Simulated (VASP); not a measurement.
Write the native input for VASP 6.6.1 that does the following.

```yaml
Task: single point
Functional: PBE
Potentials_or_basis: VASP PAW PBE potentials, release 64 (Pb_d, I)
Cutoff: 400 eV
k_mesh: 6 × 6 × 1
Occupations: gaussian, width 0.02 eV
Spin: no spin polarisation
Dipole_correction: yes
Further_INCAR_settings: ALGO = Normal; EDIFF = 1e-06; NBANDS = 21; NELMDL = -8
```

The structure of PbI2 lies in POSCAR:

```
PbI2
1.0
    4.6658433698      0.0000000000      0.0000000000
   -2.3329216849      4.0407388883      0.0000000000
    0.0000000000      0.0000000000     31.1956196800
Pb I
1 2
Direct
    0.0000000000      0.0000000000      0.2885020427
    0.3333333333      0.6666666667      0.3482474749
    0.6666666667      0.3333333333      0.2287566105
```

The cell was built from a structure type or drawn by symmetry, and may not be a known phase.

One way to write it, as run:

INCAR

```
SYSTEM = PbI2
  PREC = Accurate
  ENCUT = 400
  EDIFF = 1E-6
  ISMEAR = 0
  SIGMA = 0.02
  LREAL = .False.
  LASPH = .True.
  NELM = 120
  ALGO = Normal
  ISIF = 2
  LWAVE = .False.
  LCHARG = .False.
  LDIPOL = .True.
  IDIPOL = 3
  DIPOL = 0.5 0.5 0.289
  GGA = PE
  NBANDS = 21
  GGA_COMPAT = .False.
  NELMDL = -8
```

KPOINTS

```
regular mesh
0
Gamma
  6 6 1
  0 0 0
```

Potentials or basis: VASP PAW PBE potentials, release 64 (Pb_d, I).

Launch:

```sh
$ cat potpaw_PBE.64/Pb_d/POTCAR potpaw_PBE.64/I/POTCAR > POTCAR
$ mpirun -np 1 vasp_std > vasp.out
```

Results of the run:

* Band gap on the k mesh: 2.54 eV (least direct gap 2.88 eV)

Caveat: spin-orbit coupling is left out, which moves the levels of the heavy elements.

It took 57 s on 1 thread of AMD EPYC 9R45 96-Core Processor (Zen 5), with other jobs on the host, peak memory 0.4 GiB.
